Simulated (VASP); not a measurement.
# C (R3m) in VASP: a series of runs, part 2 of 2

VASP 6.6.1. The steps go on from the part before.

## 3. Single point, PBE (atom 1 (C) moved +0.080 Å towards its neighbour atom 5 (C) at 1.546 Å)

File INCAR:

```
PREC     = Accurate       # precision mode
ENCUT    = 520            # plane-wave cutoff, eV
EDIFF    = 1E-7           # SCF threshold, eV
ISMEAR   = 0              # smearing method
SIGMA    = 0.05           # smearing width, eV
LREAL    = False          # projectors in reciprocal space
LASPH    = True           # aspherical terms in the spheres
NELM     = 60             # most SCF steps
ALGO     = Normal         # electronic algorithm
ISIF     = 2              # what is computed and relaxed
LWAVE    = False          # write WAVECAR
LCHARG   = True           # write CHGCAR
GGA      = PE             # functional
LELF     = True           # ELF
LVHAR    = True         
NBANDS   = 26             # bands
```

File KPOINTS:

```
Automatic mesh
0
Gamma
  6 6 6
```

File POSCAR:

```
C
1.0
    3.5714750638      0.0000000000      0.0000000000
    0.0000000000     -3.5714750638      0.0000000000
    0.0000000000      0.0000000000     -3.5714750638
C
8
Direct
    0.5129324777     -0.0129324777     -0.0129324777
    0.0000000000      0.5000000000      0.0000000000
    0.0000000000      0.0000000000      0.5000000000
    0.5000000000      0.5000000000      0.5000000000
    0.7500000000      0.7500000000      0.7500000000
    0.2500000000      0.2500000000      0.7500000000
    0.2500000000      0.7500000000      0.2500000000
    0.7500000000      0.2500000000      0.2500000000
```

Potentials or basis: VASP PAW PBE potentials, release 64 (C).

Command:

```sh
$ cat potpaw_PBE.64/C/POTCAR > POTCAR
$ mpirun -np 1 vasp_std > vasp.out
```

OUTCAR:

```text
PREC = Accurate
   ENCUT = 520
   EDIFF = 1E-7
   ISMEAR = 0
   LREAL = False
   LASPH = True
   NELM = 60
   ISIF = 2
   GGA = PE

 ion  position               nearest neighbor table
   1  0.513  0.987  0.987-   5 1.47   6 1.57   7 1.57   8 1.57
   2  0.000  0.500  0.000-   5 1.55   6 1.55   7 1.55   8 1.55
   3  0.000  0.000  0.500-   5 1.55   6 1.55   7 1.55   8 1.55
   4  0.500  0.500  0.500-   5 1.55   6 1.55   7 1.55   8 1.55
   5  0.750  0.750  0.750-   1 1.47   2 1.55   3 1.55   4 1.55
   6  0.250  0.250  0.750-   2 1.55   3 1.55   4 1.55   1 1.57
   7  0.250  0.750  0.250-   2 1.55   3 1.55   4 1.55   1 1.57
   8  0.750  0.250  0.250-   2 1.55   3 1.55   4 1.55   1 1.57

  LATTYP: Found a simple cubic cell.
 ALAT       =     3.5714750638

  Lattice vectors:

 A1 = (   3.5714750638,   0.0000000000,   0.0000000000)
 A2 = (   0.0000000000,  -3.5714750638,   0.0000000000)
 A3 = (   0.0000000000,   0.0000000000,  -3.5714750638)

Analysis of symmetry for initial positions (statically):
=====================================================================
 Subroutine PRICEL returns:
 Original cell was already a primitive cell.

 Routine SETGRP: Setting up the symmetry group for a
 simple cubic supercell.

 Subroutine GETGRP returns: Found  6 space group operations
 (whereof  2 operations were pure point group operations)
 out of a pool of 48 trial point group operations.

The static configuration has the point symmetry C_1h.
 The point group associated with its full space group is C_3v.

Analysis of symmetry for dynamics (positions and initial velocities):
=====================================================================
 Subroutine PRICEL returns:
 Original cell was already a primitive cell.

 Routine SETGRP: Setting up the symmetry group for a
 simple cubic supercell.

 Subroutine GETGRP returns: Found  6 space group operations
 (whereof  2 operations were pure point group operations)
 out of a pool of 48 trial point group operations.

The dynamic configuration has the point symmetry C_1h.
 The point group associated with its full space group is C_3v.

 Subroutine INISYM returns: Found  6 space group operations
 (whereof  2 operations are pure point group operations),
 and found     1 'primitive' translations

----------------------------------------------------------------------------------------

                                     Primitive cell

  volume of cell :      45.5557

  direct lattice vectors                    reciprocal lattice vectors
     3.571475064  0.000000000  0.000000000     0.279996355  0.000000000  0.000000000
     0.000000000 -3.571475064  0.000000000     0.000000000 -0.279996355  0.000000000
     0.000000000  0.000000000 -3.571475064     0.000000000  0.000000000 -0.279996355

  length of vectors
     3.571475064  3.571475064  3.571475064     0.279996355  0.279996355  0.279996355

  position of ions in fractional coordinates (direct lattice)
     0.512932478  0.987067522  0.987067522
     0.000000000  0.500000000  0.000000000
     0.000000000  0.000000000  0.500000000
     0.500000000  0.500000000  0.500000000
     0.750000000  0.750000000  0.750000000
[... 37 lines left out ...]
 ===========================================

 Found     32 irreducible k-points:

 Following reciprocal coordinates:
            Coordinates               Weight
  0.000000  0.000000  0.000000      1.000000
  0.166667  0.000000  0.000000      6.000000
  0.333333  0.000000  0.000000      6.000000
  0.500000  0.000000  0.000000      3.000000
  0.166667  0.166667  0.000000      6.000000
  0.000000  0.166667  0.166667      6.000000
[... 16 lines left out ...]
 -0.333333  0.333333  0.166667      6.000000
  0.500000  0.333333  0.166667     12.000000
 [... further k-points ...]
   k-points           NKPTS =     32   k-points in BZ     NKDIM =     32   number of bands    NBANDS=     26
   number of dos      NEDOS =    301   number of ions     NIONS =      8
   total plane-waves  NPLWV =  21952
   dimension x,y,z NGX =    28 NGY =   28 NGZ =   28
   dimension x,y,z NGXF=    56 NGYF=   56 NGZF=   56
   ions per type =               8
   NGX,Y,Z   is equivalent  to a cutoff of  13.03, 13.03, 13.03 a.u.
   NGXF,Y,Z  is equivalent  to a cutoff of  26.07, 26.07, 26.07 a.u.
 SYSTEM =  unknown system
   PREC   = accura    normal or accurate (medium, high low for compatibility)
   ISTART =      0    job   : 0-new  1-cont  2-samecut
   ICHARG =      2    charge: 1-file 2-atom 10-const
   ISPIN  =      1    spin polarized calculation?
   LNONCOLLINEAR =      F non collinear calculations
   LSORBIT =      F    spin-orbit coupling
   LASPH  =      T    aspherical Exc in radial PAW
   ENCUT  =  520.0 eV  38.22 Ry    6.18 a.u.   6.64  6.64  6.64*2*pi/ulx,y,z
   NELM   =     60;   NELMIN=  2; NELMDL= -5     # of ELM steps
   EDIFF  = 0.1E-06   stopping-criterion for ELM
   LREAL  =      F    real-space projection
   EDIFFG = 0.1E-05   stopping-criterion for IOM
   NSW    =      0    number of steps for IOM
   IBRION =     -1    ionic relax: 0-MD 1-quasi-New 2-CG
   NFREE  =      0    steps in history (QN), initial steepest desc. (CG)
   ISIF   =      2    stress and relaxation
   ISYM   =      2    0-nonsym 1-usesym 2-fastsym
   POTIM  = 0.5000    time-step for ionic-motion
   TEBEG  =    0.0;   TEEND  =   0.0 temperature during run
   PSTRESS=    0.0 pullay stress
   NELECT =      32.0000    total number of electrons
   NUPDOWN=      -1.0000    fix difference up-down
   EMIN   =  10.00;   EMAX   =-10.00  energy-range for DOS
   EFERMI =   0.00;   METHOD = LEGACY
   ISMEAR =     0;   SIGMA  =   0.05  broadening in eV -4-tet -1-fermi 0-gaus
   EFERMI_NEDOS =   21; number of points for ismear=-14 and -15
   IALGO  =     38    algorithm
   IMIX   =      4    mixing-type and parameters
     AMIX     =   0.40;   BMIX     =  1.00
     AMIX_MAG =   1.60;   BMIX_MAG =  1.00
  volume/ion in A,a.u.               =       5.69        38.43
  Fermi-wavevector in a.u.,A,eV,Ry     =   1.455271  2.750063 28.814604  2.117814
  Thomas-Fermi vector in A             =   2.572325
   LORBIT       =      0    0 simple, 1 ext, 2 COOP (PROOUT), +10 PAW based schemes
   GGA     = PE    functional components
   LHFCALC =     F    Hartree Fock is set to
   AEXX    =    0.0000 exact exchange contribution
   IVDW    =     0    specifies the selected vdW correction
   LEPSILON=     F    determine dielectric tensor
   LRPA    =     F    only Hartree local field effects (RPA)
 non-spin polarized calculation
 Gauss-broadening in eV      SIGMA  =   0.05
  energy-cutoff  :      520.00
  volume of cell :       45.56
 maximum number of plane-waves:      1253
 NGX is ok and might be reduce to    28
   NGX = 13   NGY = 13   NGZ = 13

 number of electron      31.9999997 magnetization

 Free energy of the ion-electron system (eV)
  ---------------------------------------------------
  ext. energy  EPLUGINS =         0.00000000
  ---------------------------------------------------
  free energy    TOTEN  =       -72.59149787 eV

  energy without entropy =      -72.59149787  energy(sigma->0) =      -72.59149787

 E-fermi :  10.1146     XC(G=0): -13.2310

 val. band max:        9.8532120528   @ k =   0.0000   0.0000   0.0000
 cond. band min:      13.7798220657   @ k =   0.3333   0.0000   0.0000
 fundamental gap:      3.9266100129
 Fermi energy:        10.1146332651

 k-point     1 :       0.0000    0.0000    0.0000
  band No.  band energies     occupation
      1     -11.7617      2.00000
      2      -3.4612      2.00000
      3      -3.1020      2.00000
      4      -3.1020      2.00000
      5      -2.9509      2.00000
      6      -2.9509      2.00000
[... 685 lines left out ...]
     25      20.3438      0.00000
     26      20.4080      0.00000

 [... further k-points ...]
[... 5 lines left out ...]
  --------------------------------------------------------------------------------------
  -------------------------------------------------------------------------------------
  Total        0.4094173      0.4094173      0.4094173      0.2636260      0.2636260      0.2636260
  in kB       14.3990523     14.3990523     14.3990523      9.2716263      9.2716263      9.2716263
  external PRESSURE =      14.3990523 kB  Pullay stress =       0.0000000 kB

 VOLUME and BASIS-vectors are now :
 -----------------------------------------------------------------------------
  energy-cutoff  :      520.00
  volume of cell :       45.56
      direct lattice vectors                 reciprocal lattice vectors
     3.571475064  0.000000000  0.000000000     0.279996355  0.000000000  0.000000000
     0.000000000 -3.571475064  0.000000000     0.000000000 -0.279996355  0.000000000
     0.000000000  0.000000000 -3.571475064     0.000000000  0.000000000 -0.279996355

 POSITION                                       TOTAL-FORCE (eV/Angst)
 -----------------------------------------------------------------------------------
      1.83193     -3.52529     -3.52529        -2.262573     -2.262573     -2.262573
      0.00000     -1.78574      0.00000         0.294568      0.294568     -0.269457
      0.00000      0.00000     -1.78574         0.294568     -0.269457      0.294568
      1.78574     -1.78574     -1.78574        -0.269457      0.294568      0.294568
      2.67861     -2.67861     -2.67861         0.922970      0.922970      0.922970
      0.89287     -0.89287     -2.67861         0.416597      0.416597      0.186731
      0.89287     -2.67861     -0.89287         0.416597      0.186731      0.416597
      2.67861     -0.89287     -0.89287         0.186731      0.416597      0.416597
 -----------------------------------------------------------------------------------
    total drift:                               -0.000058     -0.000058     -0.000058

  FREE ENERGIE OF THE ION-ELECTRON SYSTEM (eV)
  ---------------------------------------------------
  free  energy   TOTEN  =       -72.5914978722 eV

  energy  without entropy=      -72.5914978722  energy(sigma->0) =      -72.59149787
```

Wall time 61 s (1 thread of Intel Xeon 8259CL, shared host); peak memory 0.16 GiB.

Results:

- Free energy: -72.5915 eV
- Pressure: 1.4 GPa
- Largest force: 3.919 eV/Å
- Band gap on the k mesh: 3.93 eV

Forces on the atoms (eV/Å):
```
C   -2.263 -2.263 -2.263
C    0.295  0.295 -0.269
C    0.295 -0.269  0.295
C   -0.269  0.295  0.295
C    0.923  0.923  0.923
C    0.417  0.417  0.187
C    0.417  0.187  0.417
C    0.187  0.417  0.417
```

Levels at points of the mesh, in eV from the valence-band top:
| k point | band 12 | band 13 | band 14 | band 15 | band 16 | band 17 | band 18 | band 19 | band 20 | band 21 |
| --- | --- | --- | --- | --- | --- | --- | --- | --- | --- | --- |
| (0.00, 0.00, 0.00) | -6.35 | -6.35 | -0.52 | 0.00 | 0.00 | 4.27 | 4.27 | 4.54 | 4.60 | 4.60 |
| (0.50, 0.00, 0.00) | -4.70 | -4.36 | -4.27 | -4.21 | -4.07 | 4.15 | 4.30 | 9.84 | 9.99 | 10.11 |
| (0.50, 0.50, 0.00) | -7.63 | -3.37 | -3.27 | -3.18 | -2.88 | 7.35 | 7.73 | 7.76 | 7.86 | 9.39 |
| (0.50, 0.50, 0.50) | -2.98 | -2.98 | -2.95 | -2.62 | -2.62 | 7.63 | 7.63 | 8.25 | 8.25 | 8.27 |

Caveat: the cell differs from its parent crystal (atom 1 (C) moved +0.080 Å towards its neighbour atom 5 (C) at 1.546 Å); forces of over 1 eV/Å act on the atoms, so gaps and moduli don't describe the material at rest. A k mesh can miss the band edges.

## 4. Single point, PBE (atom 1 (C) moved -0.040 Å towards its neighbour atom 5 (C) at 1.546 Å)

File INCAR:

```
PREC     = Accurate       # precision mode
ENCUT    = 520            # plane-wave cutoff, eV
EDIFF    = 1E-6           # SCF threshold, eV
ISMEAR   = 0              # smearing method
SIGMA    = 0.05           # smearing width, eV
LREAL    = False          # projectors in reciprocal space
LASPH    = True           # aspherical terms in the spheres
NELM     = 100            # most SCF steps
ALGO     = Normal         # electronic algorithm
ISIF     = 2              # what is computed and relaxed
LWAVE    = False          # write WAVECAR
LCHARG   = False          # write CHGCAR
GGA      = PE             # functional
NBANDS   = 26             # bands
```

File KPOINTS:

```
regular mesh
0
Gamma
  6 6 6
```

Changes to POSCAR since step 3:

```diff
@@ -8,3 +8,3 @@
 Direct
-    0.5129324777     -0.0129324777     -0.0129324777
+    0.4935337612      0.0064662388      0.0064662388
     0.0000000000      0.5000000000      0.0000000000
```

Command:

```sh
$ cat potpaw_PBE.64/C/POTCAR > POTCAR
$ mpirun -np 1 vasp_std > vasp.out
```

It took 57 s on 1 thread of Intel Xeon 8259CL, shared host; peak memory 0.16 GiB.

The run converged. Its results:

```yaml
Free_energy: -72.7087 eV
Pressure: 0.9 GPa
Largest_force: 1.680 eV/Å
Band_gap_on_the_k_mesh: 3.96 eV
```

Forces on the atoms (eV/Å):
```
C    0.970  0.970  0.970
C   -0.152 -0.152  0.133
C   -0.152  0.133 -0.152
C    0.133 -0.152 -0.152
C   -0.298 -0.298 -0.298
C   -0.214 -0.214 -0.074
C   -0.214 -0.074 -0.214
C   -0.074 -0.214 -0.214
```

Stress tensor (GPa, compression positive):
```
 0.86 -0.15 -0.15
-0.15  0.86 -0.15
-0.15 -0.15  0.86
```

Levels at points of the mesh, in eV from the valence-band top:
```csv
k point,band 13,band 14,band 15,band 16,band 17,band 18,band 19,band 20
"(0.00, 0.00, 0.00)",-6.35,-0.27,-0.27,0.00,4.35,4.54,4.54,4.57
"(0.50, 0.00, 0.00)",-4.39,-4.32,-4.25,-4.14,4.23,4.27,9.97,10.01
"(0.50, 0.50, 0.00)",-3.33,-3.18,-3.14,-3.06,7.62,7.68,7.73,7.83
"(0.50, 0.50, 0.50)",-2.96,-2.95,-2.95,-2.68,7.82,8.16,8.16,8.25
```

Caveat: the cell differs from its parent crystal (atom 1 (C) moved -0.040 Å towards its neighbour atom 5 (C) at 1.546 Å); forces of over 1 eV/Å act on the atoms, so gaps and moduli don't describe the material at rest.

## 5. Single point, PBE (atom 1 (C) moved +0.120 Å towards its neighbour atom 5 (C) at 1.546 Å)

File INCAR:

```
PREC = Accurate
ENCUT = 520
EDIFF = 1E-7
ISMEAR = 0
SIGMA = 0.05
LREAL = F
LASPH = T
NELM = 60
ALGO = Normal
ISIF = 2
LWAVE = F
LCHARG = F
GGA = PE
NBANDS = 26
```

File KPOINTS:

```
Automatic mesh
0
Gamma
  6 6 6
```

Changes to POSCAR since step 4:

```diff
@@ -8,3 +8,3 @@
 Direct
-    0.4935337612      0.0064662388      0.0064662388
+    0.5193987165     -0.0193987165     -0.0193987165
     0.0000000000      0.5000000000      0.0000000000
```

Command:

```sh
$ cat potpaw_PBE.64/C/POTCAR > POTCAR
$ mpirun -np 1 vasp_std > vasp.out
```

Run time: 54 s. Hardware: 1 thread of Intel Xeon 8259CL, shared host; peak memory 0.16 GiB.

The run converged. Its results:

* Free energy: -72.3898 eV
* Pressure: 2.4 GPa
* Largest force: 6.210 eV/Å
* Band gap on the k mesh: 3.78 eV

Forces on the atoms (eV/Å):
```
C   -3.585 -3.585 -3.585
C    0.439  0.439 -0.405
C    0.439 -0.405  0.439
C   -0.405  0.439  0.439
C    1.591  1.591  1.591
C    0.612  0.612  0.298
C    0.612  0.298  0.612
C    0.298  0.612  0.612
```

Stress tensor (GPa, compression positive):
```
2.44 1.79 1.79
1.79 2.44 1.79
1.79 1.79 2.44
```

Levels at points of the mesh, in eV from the valence-band top:
| k point | band 13 | band 14 | band 15 | band 16 | band 17 | band 18 | band 19 | band 20 |
| --- | --- | --- | --- | --- | --- | --- | --- | --- |
| (0.00, 0.00, 0.00) | -6.38 | -0.77 | 0.00 | 0.00 | 3.98 | 3.98 | 4.42 | 4.51 |
| (0.50, 0.00, 0.00) | -4.50 | -4.30 | -4.23 | -4.04 | 3.97 | 4.23 | 9.57 | 9.76 |
| (0.50, 0.50, 0.00) | -3.52 | -3.41 | -3.28 | -2.82 | 6.99 | 7.63 | 7.66 | 7.82 |
| (0.50, 0.50, 0.50) | -3.07 | -3.04 | -2.54 | -2.54 | 7.20 | 7.20 | 8.06 | 8.14 |

Caveat: the cell differs from its parent crystal (atom 1 (C) moved +0.120 Å towards its neighbour atom 5 (C) at 1.546 Å); forces of over 1 eV/Å act on the atoms, so gaps and moduli don't describe the material at rest. A k mesh can miss the band edges.

## 6. Single point, PBE (atom 1 (C) moved -0.080 Å towards its neighbour atom 5 (C) at 1.546 Å)

File INCAR:

```
ALGO = Normal
EDIFF = 1E-7
ENCUT = 520
GGA = PE
ISIF = 2
ISMEAR = 0
LASPH = True
LCHARG = True
LELF = True
LREAL = False
LVHAR = True
LWAVE = False
NBANDS = 26
NELM = 80
PREC = Accurate
SIGMA = 0.05
```

File KPOINTS:

```
k-points
0
Gamma
  6 6 6
```

Changes to POSCAR since step 5:

```diff
@@ -8,3 +8,3 @@
 Direct
-    0.5193987165     -0.0193987165     -0.0193987165
+    0.4870675223      0.0129324777      0.0129324777
     0.0000000000      0.5000000000      0.0000000000
```

Potentials or basis: VASP PAW PBE potentials, release 64 (C).

Command:

```sh
$ cat potpaw_PBE.64/C/POTCAR > POTCAR
$ mpirun -np 1 vasp_std > vasp.out
```

It took 50 s on 1 thread of Intel Xeon 8259CL, shared host; peak memory 0.16 GiB.

Results (log left out):

| Property | Result |
| --- | --- |
| Free energy | -72.6106 eV |
| Pressure | 1.3 GPa |
| Largest force | 3.199 eV/Å |
| Band gap on the k mesh | 3.75 eV |

Forces in eV/Å, atoms in the order of the input:
```
C    1.847  1.847  1.847
C   -0.307 -0.307  0.265
C   -0.307  0.265 -0.307
C    0.265 -0.307 -0.307
C   -0.509 -0.509 -0.509
C   -0.426 -0.426 -0.135
C   -0.426 -0.135 -0.426
C   -0.135 -0.426 -0.426
```

Stress tensor (GPa, compression positive):
```
 1.31 -0.14 -0.14
-0.14  1.31 -0.14
-0.14 -0.14  1.31
```

Levels at points of the mesh, in eV from the valence-band top:
| k point | band 12 | band 13 | band 14 | band 15 | band 16 | band 17 | band 18 | band 19 | band 20 | band 21 |
| --- | --- | --- | --- | --- | --- | --- | --- | --- | --- | --- |
| (0.00, 0.00, 0.00) | -6.63 | -6.44 | -0.53 | -0.53 | 0.00 | 3.88 | 4.31 | 4.31 | 4.38 | 4.55 |
| (0.50, 0.00, 0.00) | -4.86 | -4.67 | -4.53 | -4.41 | -4.13 | 4.02 | 4.07 | 9.52 | 9.74 | 9.98 |
| (0.50, 0.50, 0.00) | -7.87 | -3.66 | -3.37 | -3.29 | -3.11 | 7.24 | 7.43 | 7.54 | 7.70 | 9.51 |
| (0.50, 0.50, 0.50) | -3.14 | -3.14 | -3.11 | -3.11 | -2.56 | 7.15 | 7.88 | 7.88 | 8.06 | 8.08 |

Caveat: the cell differs from its parent crystal (atom 1 (C) moved -0.080 Å towards its neighbour atom 5 (C) at 1.546 Å); forces of over 1 eV/Å act on the atoms, so gaps and moduli don't describe the material at rest. A k mesh can miss the band edges.
